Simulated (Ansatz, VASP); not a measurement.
Two plane-wave programs on SrTiO3

File INCAR:

```
PREC     = Accurate       # precision mode
ENCUT    = 600            # plane-wave cutoff, eV
EDIFF    = 1E-6           # SCF threshold, eV
ISMEAR   = 0              # smearing method
SIGMA    = 0.02           # smearing width, eV
LREAL    = F              # projectors in reciprocal space
LASPH    = T              # aspherical terms in the spheres
NELM     = 120            # most SCF steps
ALGO     = Normal         # electronic algorithm
ISIF     = 2              # what is computed and relaxed
LWAVE    = F              # write WAVECAR
LCHARG   = F              # write CHGCAR
GGA      = PS             # functional
NBANDS   = 28             # bands
GGA_COMPAT= F
```

File KPOINTS:

```
regular mesh
0
Gamma
  8 8 8
```

Contents of POSCAR:

```
SrTiO3
1.0
    3.8911204495      0.0000000000      0.0000000000
    0.0000000000      3.8911204495      0.0000000000
    0.0000000000      0.0000000000      3.8911204495
Sr Ti O
1 1 3
Direct
    0.5000000000      0.5000000000      0.5000000000
    0.0000000000      0.0000000000      0.0000000000
    0.5000000000      0.0000000000      0.0000000000
    0.0000000000      0.5000000000      0.0000000000
    0.0000000000      0.0000000000      0.5000000000
```

Input for Ansatz:

```yaml
crystal:
  lattice:
    - [3.8911204495, 0.0, 0.0]
    - [0.0, 3.8911204495, 0.0]
    - [0.0, 0.0, 3.8911204495]
  atoms:
    - { symbol: Sr, position: [0.5, 0.5, 0.5] }
    - { symbol: Ti, position: [0.0, 0.0, 0.0] }
    - { symbol: O, position: [0.5, 0.0, 0.0] }
    - { symbol: O, position: [0.0, 0.5, 0.0] }
    - { symbol: O, position: [0.0, 0.0, 0.5] }
basis:
  ecutwfc: 420
kpoints:
  mp_grid: { grid: [8, 8, 8] }
  band_path:
    path:
      - [[0.0, 0.0, 0.0], [0.0, 0.5, 0.0], [0.5, 0.5, 0.0], [0.0, 0.0, 0.0], [0.5, 0.5, 0.5], [0.0, 0.5, 0.0]]
      - [[0.5, 0.5, 0.5], [0.5, 0.5, 0.0]]
    npoints: 10
hamiltonian:
  xc: pbesol
  pseudopotentials: { kind: paw }
scf:
  occupations: { method: gaussian, width: 0.02 }
  n_extra_bands: 8
output:
  forces: true
  stress: true
  eigenvalues: true
```

Alike in both runs: task single point; functional PBEsol; k mesh 8 × 8 × 8; occupations gaussian, width 0.02 eV; no spin polarisation.

```csv
,VASP,Ansatz
version,VASP 6.6.1,Ansatz 0.2.0
potentials or method,"VASP PAW PBE potentials, release 64 (Sr_sv, Ti_sv, O), cutoff 600 eV","scalar-relativistic, plane waves, PAW"
valence electrons in the cell,40,40
```

```tsv
	VASP	Ansatz	Ansatz less VASP
gap on the k mesh at the Fermi level (eV)	1.82	1.85	+0.031
least direct gap on the mesh (eV)	2.17	2.19	+0.020
pressure (GPa)	0.5	0.0	-0.51
```

VASP's potentials were made for PBE, not for PBEsol.
